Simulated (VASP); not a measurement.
# BaO: single point with PBEsol

Crystal: BaO.

```
CELL_PARAMETERS angstrom
0.00000 2.10735 2.10735
2.10735 0.00000 2.10735
2.10735 2.10735 0.00000
ATOMIC_POSITIONS crystal
Ba 0.00000 0.00000 0.00000
O 0.50000 0.50000 0.50000
```

```json
{
 "Program": "VASP 6.6.1",
 "Task": "single point",
 "Functional": "PBEsol",
 "Potentials or basis": "VASP PAW PBE potentials, release 64 (Ba_sv, O_h)",
 "Cutoff": "1340 eV",
 "k mesh": "9 × 9 × 9",
 "Occupations": "fermi-dirac, width 0.03 eV",
 "Spin": "no spin polarisation"
}
```

```
Pressure               : 356.0 GPa
Band gap on the k mesh : zero (bands 8 and 9 overlap by 1.63 eV)
```

Levels at points of the mesh, in eV from the Fermi level:
| k point | band 5 | band 6 | band 7 | band 8 | band 9 | band 10 | band 11 | band 12 |
| --- | --- | --- | --- | --- | --- | --- | --- | --- |
| (0.00, 0.00, 0.00) | -10.92 | -2.49 | -2.49 | -2.49 | 2.36 | 2.36 | 2.36 | 7.68 |

Wall time 40 s on 1 thread of Intel(R) Xeon(R) Platinum 8375C CPU @ 2.90GHz (Ice Lake), on a shared host, peak memory 0.24 GiB.

Caveat: the cell stands under pressure; the PAW data sets were made with another functional, which shifts forces and pressure a little; spin-orbit coupling is left out, which moves the levels of the heavy elements.
